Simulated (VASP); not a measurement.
Set up this calculation in VASP 6.6.1, as the native input.

| Quantity | Value |
| --- | --- |
| Task | single point |
| Functional | PBE |
| Potentials or basis | VASP PAW PBE potentials, release 64 (Ag, Cl) |
| Cutoff | 520 eV |
| k mesh | 8 × 8 × 8 |
| Occupations | fermi-dirac, width 0.02 eV |
| Spin | no spin polarisation |
| Dipole correction | no |
| Further INCAR settings | ALGO = Normal; EDIFF = 1e-07; NBANDS = 16 |

The structure of AgCl lies in POSCAR:

```
AgCl
1.0
    0.0000000000      2.7731500000      2.7731500000
    2.7731500000      0.0000000000      2.7731500000
    2.7731500000      2.7731500000      0.0000000000
Ag Cl
1 1
Direct
    0.5000000000      0.5000000000      0.5000000000
    0.0000000000      0.0000000000      0.0000000000
```

The input as run:

INCAR

```
  PREC = Accurate
  ENCUT = 520
  EDIFF = 1E-7
  ISMEAR = -1
  SIGMA = 0.02
  LREAL = F
  LASPH = T
  NELM = 100
  ALGO = Normal
  ISIF = 2
  LWAVE = F
  LCHARG = F
  GGA = PE
  NBANDS = 16
```

KPOINTS

```
Automatic mesh
0
Gamma
  8 8 8
```

Potentials or basis: VASP PAW PBE potentials, release 64 (Ag, Cl).

The run is started by

```console
$ cat potpaw_PBE.64/Ag/POTCAR potpaw_PBE.64/Cl/POTCAR > POTCAR
$ mpirun -np 1 vasp_std > vasp.out
```

Results of the run:

| Quantity | Value |
| --- | --- |
| Pressure | 1.5 GPa |
| Band gap on the k mesh | 0.91 eV (least direct gap 3.18 eV) |

Wall time 22 s on 1 thread of Intel(R) Xeon(R) Platinum 8259CL CPU @ 2.50GHz (Skylake/Cascade Lake), with other jobs on the host, peak memory 0.17 GiB.
